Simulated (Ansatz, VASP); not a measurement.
## One calculation of Mo, two programs

INCAR

```
SYSTEM = Mo
ALGO = Normal
EDIFF = 1E-7
ENCUT = 520
GGA = PE
ISIF = 2
ISMEAR = -1
LASPH = .TRUE.
LCHARG = .FALSE.
LREAL = .FALSE.
LWAVE = .FALSE.
NBANDS = 21
NELM = 100
PREC = Accurate
SIGMA = 0.1
```

Contents of KPOINTS:

```
k-points
0
G
  15 15 7
  0 0 0
```

Contents of POSCAR:

```
Mo
1.0
    2.6841276802      0.0000000000      0.0000000000
   -1.3420638401      2.3245227580      0.0000000000
    0.0000000000      0.0000000000      4.7525084998
Mo
2
Direct
    0.3333333333      0.6666666667      0.2500000000
    0.6666666667      0.3333333333      0.7500000000
```

Input for Ansatz:

```yaml
crystal:
  lattice:
    - [2.6841276802, 0.0, 0.0]
    - [-1.3420638401, 2.324522758, 0.0]
    - [0.0, 0.0, 4.7525084998]
  atoms:
    - { symbol: Mo, position: [0.3333333333, 0.6666666667, 0.25] }
    - { symbol: Mo, position: [0.6666666667, 0.3333333333, 0.75] }
hamiltonian:
  xc: pbe
  pseudopotentials:
    kind: paw
    azcp:
      Mo: "pseudopotentials/Mo.paw.azcp"
basis:
  ecutwfc: 420
  fft_grid_basis: typed
kpoints:
  mp_grid: { grid: [15, 15, 7], shift: [0, 0, 0] }
magnetization:
  spin_polarized: false
scf:
  occupations: { method: fermi_dirac, width: 0.1 }
  lower_state_search: "off"
output:
  stress: true
```

Alike in both runs: task single point; functional PBE; k mesh 15 × 15 × 7; occupations fermi-dirac, width 0.1 eV; no spin polarisation.

|  | VASP | Ansatz |
| --- | --- | --- |
| version | VASP 6.6.1 | Ansatz 0.2.0 |
| potentials or method | VASP PAW PBE potentials, release 64 (Mo_sv), cutoff 520 eV | plane waves (420 eV) with PAW, scalar-relativistic |
| valence electrons in the cell | 28 | 28 |

|  | VASP | Ansatz | Ansatz less VASP |
| --- | --- | --- | --- |
| pressure (GPa) | 24.2 | 23.5 | -0.66 |
| traceless stress, the component that is largest in VASP (GPa) | -2.64 | -2.53 | +0.110 |

The functional is the same, so the differences come from potentials, cutoffs and numerics.
